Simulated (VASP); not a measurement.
# ZrB (I4mm) in VASP: single point with PBE

Aim: the single point of ZrB with PBE.

All numbers are computed with VASP 6.6.1; they aren't measurements. Logs are shortened: lines on timing, memory, paths and dates and some standing lists are left out, and cuts for length are marked.

## Step 1: The cell of the first run

It takes space group I4mm (No. 107, tetragonal). The conventional cell has a = 3.288 Å, b = 3.288 Å, c = 4.650 Å, α = 90.00°, β = 90.00°, γ = 90.00°. Zr (site symmetry 4mm) has 5 B at 1.95 to 2.36 Å within 2.6 Å. Within 2.6 Å of B (site symmetry 4mm) lie 5 Zr at 1.95 to 2.36 Å.

## Step 2: Single point, PBE (one atom moved)

File INCAR:

```
SYSTEM = ZrB
PREC = Accurate ; ENCUT = 520
EDIFF = 1E-6 ; ISMEAR = 0
SIGMA = 0.1 ; LREAL = .False.
LASPH = .True. ; NELM = 60
ALGO = Normal ; ISIF = 2
LWAVE = .False. ; LCHARG = .True.
GGA = PE ; LELF = .True.
LVHAR = .True. ; NBANDS = 14
```

File KPOINTS:

```
Automatic mesh
0
Gamma
  14 14 14
  0 0 0
```

File POSCAR:

```
ZrB
1.0
    0.0000000000      2.3250000000      2.3250000000
    2.3250000000      0.0000000000      2.3250000000
    2.3250000000      2.3250000000      0.0000000000
Zr B
1 1
Direct
    0.0806451613     -0.0806451613      0.0806451613
    0.5000000000      0.5000000000      0.5000000000
```

Potentials or basis: VASP PAW PBE potentials, release 64 (Zr_sv, B).

Run with:

```bash
$ cat potpaw_PBE.64/Zr_sv/POTCAR potpaw_PBE.64/B/POTCAR > POTCAR
$ mpirun -np 1 vasp_std > vasp.out
```

OUTCAR:

```text
SYSTEM = ZrB
   PREC = Accurate
   ENCUT = 520
   EDIFF = 1E-6
   ISMEAR = 0
   LREAL = .False.
   LASPH = .True.
   NELM = 60
   ISIF = 2
   GGA = PE

 ion  position               nearest neighbor table
   1  0.081  0.919  0.081-   2 1.95   2 2.36   2 2.36   2 2.36   2 2.36   2 2.70
   2  0.500  0.500  0.500-   1 1.95   1 2.36   1 2.36   1 2.36   1 2.36   1 2.70

  LATTYP: Found a face centered cubic cell.
 ALAT       =     4.6500000000

  Lattice vectors:

 A1 = (   0.0000000000,   2.3250000000,   2.3250000000)
 A2 = (   2.3250000000,   0.0000000000,   2.3250000000)
 A3 = (   2.3250000000,   2.3250000000,   0.0000000000)

Analysis of symmetry for initial positions (statically):
=====================================================================
 Subroutine PRICEL returns:
 Original cell was already a primitive cell.

 Routine SETGRP: Setting up the symmetry group for a
 face centered cubic supercell.

 Subroutine GETGRP returns: Found  8 space group operations
 (whereof  8 operations were pure point group operations)
 out of a pool of 48 trial point group operations.

The static configuration has the point symmetry C_4v.

Analysis of symmetry for dynamics (positions and initial velocities):
=====================================================================
 Subroutine PRICEL returns:
 Original cell was already a primitive cell.

 Routine SETGRP: Setting up the symmetry group for a
 face centered cubic supercell.

 Subroutine GETGRP returns: Found  8 space group operations
 (whereof  8 operations were pure point group operations)
 out of a pool of 48 trial point group operations.

The dynamic configuration has the point symmetry C_4v.

 Subroutine INISYM returns: Found  8 space group operations
 (whereof  8 operations are pure point group operations),
 and found     1 'primitive' translations

----------------------------------------------------------------------------------------

                                     Primitive cell

  volume of cell :      25.1362

  direct lattice vectors                    reciprocal lattice vectors
     0.000000000  2.325000000  2.325000000    -0.215053763  0.215053763  0.215053763
     2.325000000  0.000000000  2.325000000     0.215053763 -0.215053763  0.215053763
     2.325000000  2.325000000  0.000000000     0.215053763  0.215053763 -0.215053763

  length of vectors
     3.288046533  3.288046533  3.288046533     0.372484045  0.372484045  0.372484045

  position of ions in fractional coordinates (direct lattice)
[... 83 lines left out ...]
   IBRION =     -1    ionic relax: 0-MD 1-quasi-New 2-CG
   NFREE  =      0    steps in history (QN), initial steepest desc. (CG)
   ISIF   =      2    stress and relaxation
   ISYM   =      2    0-nonsym 1-usesym 2-fastsym
   POTIM  = 0.5000    time-step for ionic-motion
   TEBEG  =    0.0;   TEEND  =   0.0 temperature during run
   PSTRESS=    0.0 pullay stress
   NELECT =      15.0000    total number of electrons
   NUPDOWN=      -1.0000    fix difference up-down
   EMIN   =  10.00;   EMAX   =-10.00  energy-range for DOS
   EFERMI =   0.00;   METHOD = LEGACY
   ISMEAR =     0;   SIGMA  =   0.10  broadening in eV -4-tet -1-fermi 0-gaus
   EFERMI_NEDOS =   21; number of points for ismear=-14 and -15
   IALGO  =     38    algorithm
   IMIX   =      4    mixing-type and parameters
     AMIX     =   0.40;   BMIX     =  1.00
     AMIX_MAG =   1.60;   BMIX_MAG =  1.00
  volume/ion in A,a.u.               =      12.57        84.81
  Fermi-wavevector in a.u.,A,eV,Ry     =   1.378285  2.604581 25.846565  1.899669
  Thomas-Fermi vector in A             =   2.503360
   LORBIT       =      0    0 simple, 1 ext, 2 COOP (PROOUT), +10 PAW based schemes
   GGA     = PE    functional components
   LHFCALC =     F    Hartree Fock is set to
   AEXX    =    0.0000 exact exchange contribution
   IVDW    =     0    specifies the selected vdW correction
   LEPSILON=     F    determine dielectric tensor
   LRPA    =     F    only Hartree local field effects (RPA)
 non-spin polarized calculation
 Gauss-broadening in eV      SIGMA  =   0.10
  energy-cutoff  :      520.00
  volume of cell :       25.14
 maximum number of plane-waves:       700
   NGX = 13   NGY = 13   NGZ = 13

 number of electron      15.0000000 magnetization

 Free energy of the ion-electron system (eV)
  ---------------------------------------------------
  ext. energy  EPLUGINS =         0.00000000
  ---------------------------------------------------
  free energy    TOTEN  =       -14.69781716 eV

  energy without entropy =      -14.69113292  energy(sigma->0) =      -14.69447504

 E-fermi :   9.1425     XC(G=0): -12.1713

 val. band max:        9.1338007507   @ k =   0.3571   0.1429  -0.4286
 cond. band min:       9.1456256546   @ k =   0.3571   0.0714  -0.3571
 fundamental gap:      0.0118249039
 Fermi energy:         9.1424914062

 k-point     1 :       0.0000    0.0000    0.0000
  band No.  band energies     occupation
      1     -37.8102      2.00000
      2     -15.7489      2.00000
      3     -15.5043      2.00000
      4     -15.5043      2.00000
      5       0.8253      2.00000
      6       9.5245      0.00000
      7       9.5245      0.00000
      8      10.2552      0.00000
      9      11.0257      0.00000
     10      12.7890      0.00000
     11      14.5540      0.00000
     12      14.5540      0.00000
     13      16.2611      0.00000
     14      19.8610      0.00000
[... 377 lines left out ...]
      1     -37.6891      2.00000
      2     -16.5284      2.00000
      3     -15.7937      2.00000
      4     -15.6117      2.00000
      5       4.4682      2.00000
      6       5.7353      2.00000
      7       7.7614      2.00000
      8       8.0990      2.00000
      9      13.9391      0.00000
     10      14.3680      0.00000
     11      15.8232      0.00000
     12      17.9134      0.00000
     13      20.4234      0.00000
     14      21.5391      0.00000

 [... further k-points ...]
[... 5 lines left out ...]
  --------------------------------------------------------------------------------------
  -------------------------------------------------------------------------------------
  Total        4.8662279     10.6368901      4.8662279     -0.0000000      0.0000000      0.0000000
  in kB      310.1731202    677.9948394    310.1731202     -0.0000000      0.0000000      0.0000000
  external PRESSURE =     432.7803600 kB  Pullay stress =       0.0000000 kB

 VOLUME and BASIS-vectors are now :
 -----------------------------------------------------------------------------
  energy-cutoff  :      520.00
  volume of cell :       25.14
      direct lattice vectors                 reciprocal lattice vectors
     0.000000000  2.325000000  2.325000000    -0.215053763  0.215053763  0.215053763
     2.325000000  0.000000000  2.325000000     0.215053763 -0.215053763  0.215053763
     2.325000000  2.325000000  0.000000000     0.215053763  0.215053763 -0.215053763

 POSITION                                       TOTAL-FORCE (eV/Angst)
 -----------------------------------------------------------------------------------
      2.32500      0.37500      2.32500         0.000000     -5.438697      0.000000
      2.32500      2.32500      2.32500         0.000000      5.438697      0.000000
 -----------------------------------------------------------------------------------
    total drift:                                0.000000     -0.000164      0.000000

  FREE ENERGIE OF THE ION-ELECTRON SYSTEM (eV)
  ---------------------------------------------------
  free  energy   TOTEN  =       -14.6978171647 eV

  energy  without entropy=      -14.6911329170  energy(sigma->0) =      -14.69447504
```

It took 20 s on 1 thread of Intel Xeon 6975P-C (Granite Rapids), shared host; peak memory 0.2 GiB.

Results:

- Free energy: -14.6978 eV
- Pressure: 43.3 GPa
- Largest force: 5.439 eV/Å

Forces in eV/Å, atoms in the order of the input:
```
Zr   0.000 -5.439  0.000
B    0.000  5.439  0.000
```

Stress tensor (GPa, compression positive):
```
31.02  0.00  0.00
 0.00 67.80  0.00
 0.00  0.00 31.02
```

Caveat: the cell differs from its parent crystal (one atom moved); forces of over 1 eV/Å act on the atoms, so gaps and moduli don't describe the material at rest.
